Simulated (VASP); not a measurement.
# Cr (Im-3m) in VASP: notebook

The runs below take Cr through single point, relaxation of cell and atoms, with PBE.

All numbers are computed with VASP 6.6.1; they aren't measurements. Logs are shortened: lines on timing, memory, paths and dates and some standing lists are left out, and cuts for length are marked.

## (1) The cell of the first run

The structure is cubic, space group Im-3m (No. 229). The conventional cell has a = 2.848 Å, b = 2.848 Å, c = 2.848 Å, α = 90.00°, β = 90.00°, γ = 90.00°. Cr (site symmetry m-3m) has 14 Cr at 2.47 to 2.85 Å within 3.3 Å.

## (2) Single point, PBE

INCAR reads:

```
PREC = Accurate
ENCUT = 520
EDIFF = 1E-6
ISMEAR = 0
SIGMA = 0.1
LREAL = False
LASPH = True
NELM = 80
ALGO = Normal
ISIF = 2
LWAVE = False
LCHARG = True
GGA = PE
LELF = True
LVHAR = True
NBANDS = 12
```

KPOINTS reads:

```
Automatic mesh
0
Gamma
  20 20 20
```

POSCAR reads:

```
Cr
1.0
   -1.4239150049      1.4239150049      1.4239150049
    1.4239150049     -1.4239150049      1.4239150049
    1.4239150049      1.4239150049     -1.4239150049
Cr
1
Direct
    0.0000000000      0.0000000000      0.0000000000
```

Potentials or basis: VASP PAW PBE potentials, release 64 (Cr_pv).

On the command line:

```sh
$ cat potpaw_PBE.64/Cr_pv/POTCAR > POTCAR
$ mpirun -np 1 vasp_std > vasp.out
```

OUTCAR:

```text
PREC = Accurate
   ENCUT = 520
   EDIFF = 1E-6
   ISMEAR = 0
   LREAL = False
   LASPH = True
   NELM = 80
   ISIF = 2
   GGA = PE

 ion  position               nearest neighbor table
   1  0.000  0.000  0.000-

  LATTYP: Found a body centered cubic cell.
 ALAT       =     2.8478300098

  Lattice vectors:

 A1 = (  -1.4239150049,   1.4239150049,   1.4239150049)
 A2 = (   1.4239150049,  -1.4239150049,   1.4239150049)
 A3 = (   1.4239150049,   1.4239150049,  -1.4239150049)

Analysis of symmetry for initial positions (statically):
=====================================================================
 Subroutine PRICEL returns:
 Original cell was already a primitive cell.

 Routine SETGRP: Setting up the symmetry group for a
 body centered cubic supercell.

 Subroutine GETGRP returns: Found 48 space group operations
 (whereof 48 operations were pure point group operations)
 out of a pool of 48 trial point group operations.

The static configuration has the point symmetry O_h .

Analysis of symmetry for dynamics (positions and initial velocities):
=====================================================================
 Subroutine PRICEL returns:
 Original cell was already a primitive cell.

 Routine SETGRP: Setting up the symmetry group for a
 body centered cubic supercell.

 Subroutine GETGRP returns: Found 48 space group operations
 (whereof 48 operations were pure point group operations)
 out of a pool of 48 trial point group operations.

The dynamic configuration has the point symmetry O_h .

 Subroutine INISYM returns: Found 48 space group operations
 (whereof 48 operations are pure point group operations),
 and found     1 'primitive' translations

----------------------------------------------------------------------------------------

                                     Primitive cell

  volume of cell :      11.5481

  direct lattice vectors                    reciprocal lattice vectors
    -1.423915005  1.423915005  1.423915005     0.000000000  0.351144554  0.351144554
     1.423915005 -1.423915005  1.423915005     0.351144554  0.000000000  0.351144554
     1.423915005  1.423915005 -1.423915005     0.351144554  0.351144554  0.000000000

  length of vectors
     2.466293134  2.466293134  2.466293134     0.496593391  0.496593391  0.496593391

  position of ions in fractional coordinates (direct lattice)
     0.000000000  0.000000000  0.000000000

  ion indices of the primitive-cell ions
   primitive index   ion index
                 1           1

----------------------------------------------------------------------------------------

 KPOINTS: Automatic mesh

Automatic generation of k-mesh.
 Grid dimensions read from file:
 generate k-points for:   20   20   20

 Generating k-lattice:

  Cartesian coordinates                     Fractional coordinates (reciprocal lattice)
     0.000000000  0.017557228  0.017557228     0.050000000  0.000000000  0.000000000
     0.017557228  0.000000000  0.017557228     0.000000000  0.050000000  0.000000000
     0.017557228  0.017557228  0.000000000     0.000000000  0.000000000  0.050000000

  Length of vectors
     0.024829670  0.024829670  0.024829670

  Shift w.r.t. Gamma in fractional coordinates (k-lattice)
     0.000000000  0.000000000  0.000000000

 Subroutine IBZKPT returns following result:
 ===========================================

 Found    256 irreducible k-points:

 Following reciprocal coordinates:
            Coordinates               Weight
  0.000000  0.000000  0.000000      1.000000
  0.050000  0.000000  0.000000     12.000000
  0.100000  0.000000  0.000000     12.000000
  0.150000  0.000000  0.000000     12.000000
  0.200000  0.000000  0.000000     12.000000
  0.250000  0.000000  0.000000     12.000000
[... 16 lines left out ...]
  0.200000  0.100000  0.000000     48.000000
  0.250000  0.100000  0.000000     48.000000
 [... further k-points ...]
   k-points           NKPTS =    256   k-points in BZ     NKDIM =    256   number of bands    NBANDS=     12
   number of dos      NEDOS =    301   number of ions     NIONS =      1
   total plane-waves  NPLWV =   5832
   dimension x,y,z NGX =    18 NGY =   18 NGZ =   18
   dimension x,y,z NGXF=    36 NGYF=   36 NGZF=   36
   ions per type =               1
   NGX,Y,Z   is equivalent  to a cutoff of  12.13, 12.13, 12.13 a.u.
   NGXF,Y,Z  is equivalent  to a cutoff of  24.27, 24.27, 24.27 a.u.
 SYSTEM =  unknown system
   PREC   = accura    normal or accurate (medium, high low for compatibility)
   ISTART =      0    job   : 0-new  1-cont  2-samecut
   ICHARG =      2    charge: 1-file 2-atom 10-const
   ISPIN  =      1    spin polarized calculation?
   LNONCOLLINEAR =      F non collinear calculations
   LSORBIT =      F    spin-orbit coupling
   LASPH  =      T    aspherical Exc in radial PAW
   ENCUT  =  520.0 eV  38.22 Ry    6.18 a.u.   4.59  4.59  4.59*2*pi/ulx,y,z
   NELM   =     80;   NELMIN=  2; NELMDL= -5     # of ELM steps
   EDIFF  = 0.1E-05   stopping-criterion for ELM
   LREAL  =      F    real-space projection
   EDIFFG = 0.1E-04   stopping-criterion for IOM
   NSW    =      0    number of steps for IOM
   IBRION =     -1    ionic relax: 0-MD 1-quasi-New 2-CG
   NFREE  =      0    steps in history (QN), initial steepest desc. (CG)
   ISIF   =      2    stress and relaxation
   ISYM   =      2    0-nonsym 1-usesym 2-fastsym
   POTIM  = 0.5000    time-step for ionic-motion
   TEBEG  =    0.0;   TEEND  =   0.0 temperature during run
   PSTRESS=    0.0 pullay stress
   NELECT =      12.0000    total number of electrons
   NUPDOWN=      -1.0000    fix difference up-down
   EMIN   =  10.00;   EMAX   =-10.00  energy-range for DOS
   EFERMI =   0.00;   METHOD = LEGACY
   ISMEAR =     0;   SIGMA  =   0.10  broadening in eV -4-tet -1-fermi 0-gaus
   EFERMI_NEDOS =   21; number of points for ismear=-14 and -15
   IALGO  =     38    algorithm
   IMIX   =      4    mixing-type and parameters
     AMIX     =   0.40;   BMIX     =  1.00
     AMIX_MAG =   1.60;   BMIX_MAG =  1.00
  volume/ion in A,a.u.               =      11.55        77.93
  Fermi-wavevector in a.u.,A,eV,Ry     =   1.658178  3.133502 37.409963  2.749555
  Thomas-Fermi vector in A             =   2.745804
   LORBIT       =      0    0 simple, 1 ext, 2 COOP (PROOUT), +10 PAW based schemes
   GGA     = PE    functional components
   LHFCALC =     F    Hartree Fock is set to
   AEXX    =    0.0000 exact exchange contribution
   IVDW    =     0    specifies the selected vdW correction
   LEPSILON=     F    determine dielectric tensor
   LRPA    =     F    only Hartree local field effects (RPA)
 non-spin polarized calculation
 Gauss-broadening in eV      SIGMA  =   0.10
  energy-cutoff  :      520.00
  volume of cell :       11.55
 maximum number of plane-waves:       322
   NGX =  9   NGY =  9   NGZ =  9

 number of electron      11.9999994 magnetization

 Free energy of the ion-electron system (eV)
  ---------------------------------------------------
  ext. energy  EPLUGINS =         0.00000000
  ---------------------------------------------------
  free energy    TOTEN  =        -9.51874460 eV

  energy without entropy =       -9.51530423  energy(sigma->0) =       -9.51702442

 E-fermi :  10.9944     XC(G=0): -13.6755

 val. band max:       10.9881344612   @ k =   0.4500   0.1000   0.0000
 cond. band min:      11.0046115662   @ k =  -0.1500   0.2000   0.1000
 fundamental gap:      0.0164771050
 Fermi energy:        10.9944165847

 k-point     1 :       0.0000    0.0000    0.0000
  band No.  band energies     occupation
      1     -31.7492      2.00000
      2     -31.7492      2.00000
      3     -31.7492      2.00000
      4       3.1184      2.00000
      5      10.0649      2.00000
      6      10.0649      2.00000
      7      10.0649      2.00000
      8      12.1194      0.00000
      9      12.1194      0.00000
     10      18.0825      0.00000
     11      33.2801      0.00000
     12      33.2801      0.00000

 k-point     2 :       0.0500    0.0000    0.0000
  band No.  band energies     occupation
      1     -31.7727      2.00000
      2     -31.7564      2.00000
      3     -31.7493      2.00000
      4       3.2286      2.00000
      5      10.0221      2.00000
      6      10.0583      2.00000
      7      10.1394      2.00000
      8      12.0705      0.00000
      9      12.1223      0.00000
     10      18.0825      0.00000
     11      33.0201      0.00000
     12      33.2515      0.00000

 k-point     3 :       0.1000    0.0000    0.0000
  band No.  band energies     occupation
      1     -31.8405      2.00000
      2     -31.7772      2.00000
      3     -31.7497      2.00000
      4       3.5519      2.00000
      5       9.8995      2.00000
      6      10.0284      2.00000
      7      10.3591      2.00000
      8      11.9499      0.00000
      9      12.1323      0.00000
     10      18.0824      0.00000
     11      32.2723      0.00000
     12      33.0953      0.00000

 k-point     4 :       0.1500    0.0000    0.0000
  band No.  band energies     occupation
      1     -31.9452      2.00000
      2     -31.8095      2.00000
      3     -31.7504      2.00000
      4       4.0639      2.00000
      5       9.7134      2.00000
      6       9.9536      2.00000
      7      10.7119      1.99994
      8      11.8249      0.00000
      9      12.1519      0.00000
     10      18.0823      0.00000
     11      31.0963      0.00000
     12      32.6626      0.00000

 k-point     5 :       0.2000    0.0000    0.0000
  band No.  band energies     occupation
      1     -32.0755      2.00000
      2     -31.8500      2.00000
      3     -31.7512      2.00000
      4       4.7170      2.00000
      5       9.4867      2.00000
      6       9.8353      2.00000
      7      11.1770      0.00981
      8      11.7643      0.00000
      9      12.1842      0.00000
     10      18.0821      0.00000
     11      29.5689      0.00000
     12      31.9143      0.00000

 k-point     6 :       0.2500    0.0000    0.0000
  band No.  band energies     occupation
      1     -32.2179      2.00000
      2     -31.8947      2.00000
      3     -31.7521      2.00000
      4       5.4235      2.00000
      5       9.2446      2.00000
      6       9.7504      2.00000
      7      11.7235      0.00000
      8      11.7907      0.00000
      9      12.2300      0.00000
     10      18.0818      0.00000
     11      27.8074      0.00000
     12      30.9902      0.00000

 k-point     7 :       0.3000    0.0000    0.0000
  band No.  band energies     occupation
      1     -32.3584      2.00000
      2     -31.9392      2.00000
      3     -31.7531      2.00000
      4       6.0378      2.00000
      5       9.0114      2.00000
      6       9.8590      2.00000
      7      11.8799      0.00000
      8      12.2870      0.00000
      9      12.3090      0.00000
     10      18.0813      0.00000
     11      25.9506      0.00000
     12      30.0604      0.00000

 k-point     8 :       0.3500    0.0000    0.0000
  band No.  band energies     occupation
      1     -32.4833      2.00000
      2     -31.9790      2.00000
      3     -31.7540      2.00000
      4       6.4091      2.00000
      5       8.8081      2.00000
      6      10.3060      2.00000
      7      11.9936      0.00000
      8      12.3487      0.00000
      9      12.8781      0.00000
     10      18.0805      0.00000
     11      24.1390      0.00000
     12      29.2432      0.00000
[... 166 lines left out ...]
 k-point    20 :       0.4500    0.0500    0.0000
  band No.  band energies     occupation
      1     -32.6526      2.00000
      2     -32.0422      2.00000
      3     -31.7644      2.00000
      4       6.6103      2.00000
      5       8.5395      2.00000
      6      11.5647      0.00000
      7      12.1076      0.00000
      8      12.6837      0.00000
      9      14.0453      0.00000
     10      18.0760      0.00000
     11      21.0133      0.00000
     12      27.9906      0.00000

 k-point    21 :       0.1000    0.1000    0.0000
  band No.  band energies     occupation
      1     -32.0017      2.00000
      2     -31.8088      2.00000
      3     -31.7714      2.00000
      4       4.3605      2.00000
      5       9.6906      2.00000
      6       9.7770      2.00000
      7      10.9731      1.23720
      8      11.7168      0.00000
      9      12.2158      0.00000
     10      18.0822      0.00000
     11      30.7789      0.00000
     12      31.9056      0.00000

 k-point    22 :       0.1500    0.1000    0.0000
  band No.  band energies     occupation
      1     -32.1186      2.00000
      2     -31.8480      2.00000
      3     -31.7782      2.00000
      4       4.9972      2.00000
      5       9.4870      2.00000
      6       9.6171      2.00000
      7      11.4667      0.00000
      8      11.6424      0.00000
      9      12.2855      0.00000
     10      18.0820      0.00000
     11      29.5221      0.00000
     12      30.9288      0.00000

 k-point    23 :       0.2000    0.1000    0.0000
  band No.  band energies     occupation
      1     -32.2444      2.00000
      2     -31.8974      2.00000
      3     -31.7816      2.00000
      4       5.6937      2.00000
      5       9.2459      2.00000
      6       9.5013      2.00000
      7      11.6507      0.00000
      8      12.0478      0.00000
      9      12.3674      0.00000
     10      18.0817      0.00000
     11      27.8837      0.00000
     12      30.0038      0.00000

 k-point    24 :       0.2500    0.1000    0.0000
  band No.  band energies     occupation
      1     -32.3676      2.00000
      2     -31.9486      2.00000
      3     -31.7839      2.00000
      4       6.3089      2.00000
      5       9.0165      2.00000
      6       9.5369      2.00000
      7      11.7433      0.00000
      8      12.3977      0.00000
      9      12.7334      0.00000
     10      18.0813      0.00000
     11      26.0594      0.00000
     12      29.1705      0.00000

 [... further k-points ...]
[... 5 lines left out ...]
  --------------------------------------------------------------------------------------
  -------------------------------------------------------------------------------------
  Total       -0.0822356     -0.0822356     -0.0822356      0.0000000      0.0000000     -0.0000000
  in kB      -11.4092824    -11.4092824    -11.4092824      0.0000000      0.0000000     -0.0000000
  external PRESSURE =     -11.4092824 kB  Pullay stress =       0.0000000 kB

 VOLUME and BASIS-vectors are now :
 -----------------------------------------------------------------------------
  energy-cutoff  :      520.00
  volume of cell :       11.55
      direct lattice vectors                 reciprocal lattice vectors
    -1.423915005  1.423915005  1.423915005     0.000000000  0.351144554  0.351144554
     1.423915005 -1.423915005  1.423915005     0.351144554  0.000000000  0.351144554
     1.423915005  1.423915005 -1.423915005     0.351144554  0.351144554  0.000000000

 POSITION                                       TOTAL-FORCE (eV/Angst)
 -----------------------------------------------------------------------------------
      0.00000      0.00000      0.00000         0.000000      0.000000      0.000000
 -----------------------------------------------------------------------------------
    total drift:                                0.000000      0.000000      0.000000

  FREE ENERGIE OF THE ION-ELECTRON SYSTEM (eV)
  ---------------------------------------------------
  free  energy   TOTEN  =        -9.5187445988 eV

  energy  without entropy=       -9.5153042337  energy(sigma->0) =       -9.51702442
```

Wall time 10 s (1 thread of Intel Xeon 6975P-C (Granite Rapids), shared host); peak memory 0.14 GiB.

What came out:

```
Free energy            : -9.5187 eV
Pressure               : -1.1 GPa
Band gap on the k mesh : zero (band 6 reaches 13.42 eV, above the bottom of band 7 at 10.06 eV)
```

Levels at points of the mesh, in eV from the Fermi level:
```tsv
k point	band 4	band 5	band 6	band 7	band 8	band 9
(0.00, 0.00, 0.00)	-7.88	-0.93	-0.93	-0.93	1.12	1.12
(0.50, 0.00, 0.00)	-4.45	-2.48	1.10	1.12	1.46	2.82
(0.50, 0.50, 0.50)	-4.33	-4.33	2.43	2.43	2.43	7.08
```

Caveat: the run has no spin polarisation, though such a crystal can be magnetic.

[end of part 1 of 2]
